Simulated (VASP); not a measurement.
# Al16Ru in VASP: a series of runs

Runs on Al16Ru. Level: r2SCAN+D3(BJ). Tasks: single point.

All numbers are computed with VASP 6.6.1; they aren't measurements. Logs are shortened: lines on timing, memory, paths and dates and some standing lists are left out, and cuts for length are marked.

### Step 1. The cell of the first run

The cell holds a slab with vacuum, 17 atoms: a = 5.728 Å, b = 5.728 Å, c = 18.015 Å, α = 90.00°, β = 90.00°, γ = 60.00°.

### Step 2. Single point, r2SCAN+D3(BJ)

Contents of POSCAR:

```
Al16Ru
1.0
    5.7275650000      0.0000000000      0.0000000000
    2.8637820000      4.9602170000      0.0000000000
    0.0000000000      0.0000000000     18.0148060000
Al Ru
16 1
Direct
    0.0000000000      0.0000000000      0.0555099000
    0.5000000000      0.0000000000      0.0555099000
    0.0000000000      0.5000000000      0.0555099000
    0.5000000000      0.5000000000      0.0555099000
    0.1672172043      0.1663828446      0.1824344221
    0.6632475635      0.1700914120      0.1800013342
    0.1680836844      0.6659498232      0.1826008850
    0.6632461820      0.6666447980      0.1800032193
   -0.1688594989      0.3344111462      0.3036706845
    0.3402779254      0.3262608419      0.3121343749
   -0.1737699651      0.8368778644      0.3025798209
    0.3402613500      0.8334342153      0.3121395420
   -0.0375503869     -0.0103201225      0.4270817083
    0.3870293487      0.0564311001      0.4657077372
   -0.0374777933      0.5477747706      0.4270598482
    0.4914744568      0.5042406720      0.4418117628
   -0.0967978366      0.2984123525      0.5158699321
```

Contents of INCAR.step1:

```
PREC = Accurate
ENCUT = 520
ISMEAR = 0
SIGMA = 0.15
LREAL = Auto
LASPH = T
NELM = 100
NBANDS = 45
GGA = PE
ALGO = Normal
EDIFF = 1E-4
LWAVE = T
LCHARG = F
```

Contents of INCAR.step2:

```
PREC = Accurate
ENCUT = 520
EDIFF = 1E-6
ISMEAR = 0
SIGMA = 0.15
LREAL = Auto
LASPH = T
NELM = 100
ALGO = Normal
ISIF = 2
LWAVE = F
LCHARG = F
METAGGA = R2SCAN
LMIXTAU = T
IVDW = 12
VDW_S6 = 1.0
VDW_S8 = 0.78981345
VDW_A1 = 0.49484001
VDW_A2 = 5.73083694
NBANDS = 45
ISTART = 1
```

Contents of KPOINTS:

```
regular mesh
0
Gamma
  3 3 1
```

Potentials or basis: VASP PAW PBE potentials, release 64 (Al, Ru_pv).

Started as:

```
cat potpaw_PBE.64/Al/POTCAR potpaw_PBE.64/Ru_pv/POTCAR > POTCAR
cp INCAR.step1 INCAR
mpirun -np 1 vasp_std > vasp.out
cp INCAR.step2 INCAR
mpirun -np 1 vasp_std > vasp.out
```

OUTCAR:

```text
PREC = Accurate
   ENCUT = 520
   EDIFF = 1E-6
   ISMEAR = 0
   LREAL = Auto
   LASPH = T
   NELM = 100
   ISIF = 2
   METAGGA = R2SCAN
   IVDW = 12
   ISTART = 1
 IVDW          = 12

 ion  position               nearest neighbor table
   1  0.000  0.000  0.056-   6 2.80   5 2.82   7 2.83   3 2.86   3 2.86   2 2.86   2 2.86   4 2.86
                             4 2.86
   2  0.500  0.000  0.056-   6 2.79   8 2.79   5 2.82   4 2.86   4 2.86   1 2.86   1 2.86   3 2.86
                             3 2.86
   3  0.000  0.500  0.056-   8 2.80   5 2.82   7 2.83   1 2.86   1 2.86   4 2.86   4 2.86   2 2.86
                             2 2.86
   4  0.500  0.500  0.056-   8 2.78   6 2.78   7 2.82   2 2.86   2 2.86   3 2.86   3 2.86   1 2.86
                             1 2.86
   5  0.167  0.166  0.182-   9 2.75   2 2.82   1 2.82   3 2.82   8 2.85   6 2.85  10 2.86  12 2.86
                             7 2.86   7 2.86   6 2.88   8 2.88
   6  0.663  0.170  0.180-  11 2.76   9 2.77   4 2.78   2 2.79   1 2.80   7 2.84   8 2.84   5 2.85
                            10 2.87   5 2.88   8 2.88   7 2.89
   7  0.168  0.666  0.183-  11 2.75   4 2.82   3 2.83   1 2.83   8 2.84   6 2.84   5 2.86   5 2.86
                            12 2.88  10 2.88   6 2.89   8 2.89
   8  0.663  0.667  0.180-  11 2.76   9 2.77   4 2.78   2 2.79   3 2.80   7 2.84   6 2.84   5 2.85
                            12 2.87   5 2.88   6 2.88   7 2.89
   9  0.831  0.334  0.304-   5 2.75   6 2.77   8 2.77  15 2.81  13 2.81  10 2.84  12 2.84  11 2.86
                            11 2.86  12 2.90  10 2.90  16 3.01
  10  0.340  0.326  0.312-  11 2.80  15 2.80  12 2.82   9 2.84  16 2.85   5 2.86   6 2.87   7 2.88
                             9 2.90  12 2.90  11 2.94  14 3.11
  11  0.826  0.837  0.303-  15 2.66  13 2.66   7 2.75   8 2.76   6 2.76  10 2.80  12 2.80   9 2.86
                             9 2.86  12 2.94  10 2.94
  12  0.340  0.833  0.312-  11 2.80  13 2.80  10 2.82   9 2.84  16 2.85   5 2.86   8 2.87   7 2.88
                             9 2.90  10 2.90  11 2.94  14 3.11
  13  0.962  0.990  0.427-  17 2.28  15 2.53  11 2.66  14 2.73  12 2.80   9 2.81  16 2.84  16 2.93
                            15 3.20  14 3.20
  14  0.387  0.056  0.466-  17 2.56  15 2.73  13 2.73  16 2.94  16 2.94  12 3.11  10 3.11  13 3.20
                            15 3.20
  15  0.963  0.548  0.427-  17 2.28  13 2.53  11 2.66  14 2.73  10 2.80   9 2.81  16 2.84  16 2.93
                            13 3.20  14 3.20
  16  0.491  0.504  0.442-  17 2.44  13 2.84  15 2.84  12 2.85  10 2.85  15 2.93  13 2.93  14 2.94
                            14 2.94   9 3.01
  17  0.903  0.298  0.516-  15 2.28  13 2.28  16 2.44  14 2.56

  LATTYP: Found a hexagonal cell.
 ALAT       =     5.7275649303
 C/A-ratio  =     3.1452818465

  Lattice vectors:

 A1 = (  -2.8637820000,  -4.9602170000,   0.0000000000)
 A2 = (   5.7275650000,   0.0000000000,   0.0000000000)
 A3 = (   0.0000000000,   0.0000000000,  18.0148060000)

Analysis of symmetry for initial positions (statically):
=====================================================================
 Subroutine PRICEL returns:
 Original cell was already a primitive cell.

 Routine SETGRP: Setting up the symmetry group for a
 hexagonal supercell.

 Subroutine GETGRP returns: Found  1 space group operations
 (whereof  1 operations were pure point group operations)
 out of a pool of 24 trial point group operations.

The static configuration has the point symmetry C_1 .

Analysis of symmetry for dynamics (positions and initial velocities):
=====================================================================
 Subroutine PRICEL returns:
 Original cell was already a primitive cell.

 Routine SETGRP: Setting up the symmetry group for a
 hexagonal supercell.

 Subroutine GETGRP returns: Found  1 space group operations
 (whereof  1 operations were pure point group operations)
 out of a pool of 24 trial point group operations.

The dynamic configuration has the point symmetry C_1 .

 Subroutine INISYM returns: Found  1 space group operations
 (whereof  1 operations are pure point group operations),
 and found     1 'primitive' translations

----------------------------------------------------------------------------------------

                                     Primitive cell

  volume of cell :     511.8000

  direct lattice vectors                    reciprocal lattice vectors
     5.727565000  0.000000000  0.000000000     0.174594265 -0.100802024  0.000000000
     2.863782000  4.960217000  0.000000000     0.000000000  0.201604083  0.000000000
[... 49 lines left out ...]
 Grid dimensions read from file:
 generate k-points for:    3    3    1

 Generating k-lattice:

  Cartesian coordinates                     Fractional coordinates (reciprocal lattice)
     0.058198088 -0.033600675  0.000000000     0.333333333  0.000000000  0.000000000
     0.000000000  0.067201361  0.000000000     0.000000000  0.333333333  0.000000000
     0.000000000  0.000000000  0.055509896     0.000000000  0.000000000  1.000000000

  Length of vectors
     0.067201360  0.067201361  0.055509896

  Shift w.r.t. Gamma in fractional coordinates (k-lattice)
     0.000000000  0.000000000  0.000000000

 Subroutine IBZKPT returns following result:
 ===========================================

 Found      5 irreducible k-points:

 Following reciprocal coordinates:
            Coordinates               Weight
  0.000000  0.000000  0.000000      1.000000
  0.333333  0.000000  0.000000      2.000000
  0.333333  0.333333  0.000000      2.000000
  0.000000  0.333333  0.000000      2.000000
 -0.333333  0.333333  0.000000      2.000000
   k-points           NKPTS =      5   k-points in BZ     NKDIM =      5   number of bands    NBANDS=     45
   number of dos      NEDOS =    301   number of ions     NIONS =     17
   total plane-waves  NPLWV = 322560
   dimension x,y,z NGX =    48 NGY =   48 NGZ =  140
   dimension x,y,z NGXF=    96 NGYF=   96 NGZF=  280
   ions per type =              16   1
   NGX,Y,Z   is equivalent  to a cutoff of  13.93, 13.93, 12.92 a.u.
   NGXF,Y,Z  is equivalent  to a cutoff of  27.86, 27.86, 25.84 a.u.
 SYSTEM =  unknown system
   PREC   = accura    normal or accurate (medium, high low for compatibility)
   ISTART =      1    job   : 0-new  1-cont  2-samecut
   ICHARG =      0    charge: 1-file 2-atom 10-const
   ISPIN  =      1    spin polarized calculation?
   LNONCOLLINEAR =      F non collinear calculations
   LSORBIT =      F    spin-orbit coupling
   LASPH  =      T    aspherical Exc in radial PAW
   ENCUT  =  520.0 eV  38.22 Ry    6.18 a.u.  10.65 10.65 33.50*2*pi/ulx,y,z
   NELM   =    100;   NELMIN=  2; NELMDL=  0     # of ELM steps
   EDIFF  = 0.1E-05   stopping-criterion for ELM
   LREAL  =      T    real-space projection
   EDIFFG = 0.1E-04   stopping-criterion for IOM
   NSW    =      0    number of steps for IOM
   IBRION =     -1    ionic relax: 0-MD 1-quasi-New 2-CG
   NFREE  =      0    steps in history (QN), initial steepest desc. (CG)
   ISIF   =      2    stress and relaxation
   ISYM   =      2    0-nonsym 1-usesym 2-fastsym
   POTIM  = 0.5000    time-step for ionic-motion
   TEBEG  =    0.0;   TEEND  =   0.0 temperature during run
   PSTRESS=    0.0 pullay stress
   NELECT =      62.0000    total number of electrons
   NUPDOWN=      -1.0000    fix difference up-down
   EMIN   =  10.00;   EMAX   =-10.00  energy-range for DOS
   EFERMI =   0.00;   METHOD = LEGACY
   ISMEAR =     0;   SIGMA  =   0.15  broadening in eV -4-tet -1-fermi 0-gaus
   EFERMI_NEDOS =   21; number of points for ismear=-14 and -15
   IALGO  =     38    algorithm
   IMIX   =      4    mixing-type and parameters
     AMIX     =   0.40;   BMIX     =  1.00
     AMIX_MAG =   1.60;   BMIX_MAG =  1.00
  volume/ion in A,a.u.               =      30.11       203.16
  Fermi-wavevector in a.u.,A,eV,Ry     =   0.810038  1.530750  8.927616  0.656161
  Thomas-Fermi vector in A             =   1.919139
   LORBIT       =      0    0 simple, 1 ext, 2 COOP (PROOUT), +10 PAW based schemes
   METAGGA = R2SCAN    functional components
   LHFCALC =     F    Hartree Fock is set to
   AEXX    =    0.0000 exact exchange contribution
   IVDW    =    12    specifies the selected vdW correction
   LEPSILON=     F    determine dielectric tensor
   LRPA    =     F    only Hartree local field effects (RPA)
 non-spin polarized calculation
 Gauss-broadening in eV      SIGMA  =   0.15
  energy-cutoff  :      520.00
  volume of cell :      511.80
 maximum number of plane-waves:     13819
 NGX is ok and might be reduce to    42
   NGX = 21   NGY = 21   NGZ = 67

 number of electron      61.9999998 magnetization

 Free energy of the ion-electron system (eV)
  ---------------------------------------------------
  ext. energy  EPLUGINS =         0.00000000
  ---------------------------------------------------
  free energy    TOTEN  =      -129.06364419 eV

  energy without entropy =     -129.02610391  energy(sigma->0) =     -129.04487405

 E-fermi :   2.7106     XC(G=0):  -6.9480

 val. band max:        2.4543422978   @ k =   0.0000   0.0000   0.0000
 cond. band min:       2.7771101937   @ k =   0.0000   0.0000   0.0000
 fundamental gap:      0.3227678959
 Fermi energy:         2.7105768882

 k-point     1 :       0.0000    0.0000    0.0000
  band No.  band energies     occupation
      1     -40.3899      2.00000
      2     -40.2148      2.00000
      3     -40.1279      2.00000
      4      -8.8875      2.00000
      5      -7.6552      2.00000
      6      -5.9314      2.00000
[... 219 lines left out ...]
     42       5.5282      0.00000
     43       5.6735      0.00000
 [bands above 43 left out]

------------------------ aborting loop because EDIFF is reached ----------------------------------------

 Edisp (eV)   -2.05568

 E8    (eV) :    -0.7554

  FORCE on cell =-STRESS in cart. coord.  units (eV):
  Direction    XX          YY          ZZ          XY          YZ          ZX
  --------------------------------------------------------------------------------------
  -------------------------------------------------------------------------------------
  Total      -9.97860    -5.93560    -0.39629     3.50207     0.00788    -0.01199
  in kB     -31.23775   -18.58126    -1.24057    10.96313     0.02466    -0.03755
  external pressure =      -17.02 kB  Pullay stress =        0.00 kB

 VOLUME and BASIS-vectors are now :
 -----------------------------------------------------------------------------
  energy-cutoff  :      520.00
  volume of cell :      511.80
      direct lattice vectors                 reciprocal lattice vectors
     5.727565000  0.000000000  0.000000000     0.174594265 -0.100802024  0.000000000
     2.863782000  4.960217000  0.000000000     0.000000000  0.201604083  0.000000000
     0.000000000  0.000000000 18.014806000     0.000000000  0.000000000  0.055509896

 POSITION                                       TOTAL-FORCE (eV/Angst)
 -----------------------------------------------------------------------------------
      0.00000      0.00000      1.00000         0.051665      0.121060     -0.014112
      2.86378      0.00000      1.00000        -0.036616      0.021075      0.076782
      1.43189      2.48011      1.00000        -0.079095     -0.105339     -0.014110
      4.29567      2.48011      1.00000         0.066478     -0.038438     -0.000786
      1.43423      0.82530      3.28652        -0.000576      0.000342     -0.001551
      4.28590      0.84369      3.24269        -0.003287      0.000929      0.003906
[... 9 lines left out ...]
      4.25899      2.50114      7.95915        -0.012800      0.007507     -0.018921
      6.02774      1.48019      9.29330         0.001074     -0.000606      0.047818
 -----------------------------------------------------------------------------------
    total drift:                               -0.001876      0.001534      0.001965

  FREE ENERGIE OF THE ION-ELECTRON SYSTEM (eV)
  ---------------------------------------------------
  free  energy   TOTEN  =      -131.1193245908 eV

  energy  without entropy=     -131.0817843112  energy(sigma->0) =     -131.10055445
```

It took 8.7 min on 1 thread of Intel Xeon 6975P-C (Granite Rapids), shared host; peak memory 0.76 GiB.

What came out:

- Free energy: -131.1193 eV
- Largest force: 0.132 eV/Å
- Band gap on the k mesh: zero (bands 31 and 32 overlap by 0.53 eV)
- Dispersion energy per atom: -0.121 eV

Forces on the atoms (eV/Å):
```
Al   0.052  0.121 -0.014
Al  -0.037  0.021  0.077
Al  -0.079 -0.105 -0.014
Al   0.066 -0.038 -0.001
Al  -0.001  0.000 -0.002
Al  -0.003  0.001  0.004
Al  -0.003  0.002 -0.002
Al  -0.003  0.002  0.004
Al   0.006 -0.003 -0.001
Al   0.001 -0.002 -0.003
Al  -0.001  0.000 -0.004
Al   0.002  0.000 -0.003
Al  -0.012 -0.030 -0.030
Al   0.001 -0.001 -0.011
Al   0.020  0.026 -0.029
Al  -0.013  0.008 -0.019
Ru   0.001 -0.001  0.048
```

Caveat: the k points lie up to 0.42 Å⁻¹ apart, too coarse for converged energies and pressures of a metal; there is no dipole correction, which matters where the two faces differ; the PAW data sets were made with another functional, which shifts forces and pressure a little.

[end of part 1 of 2]

The gap in the log of VASP goes by the Fermi energy; the results here count the filled bands.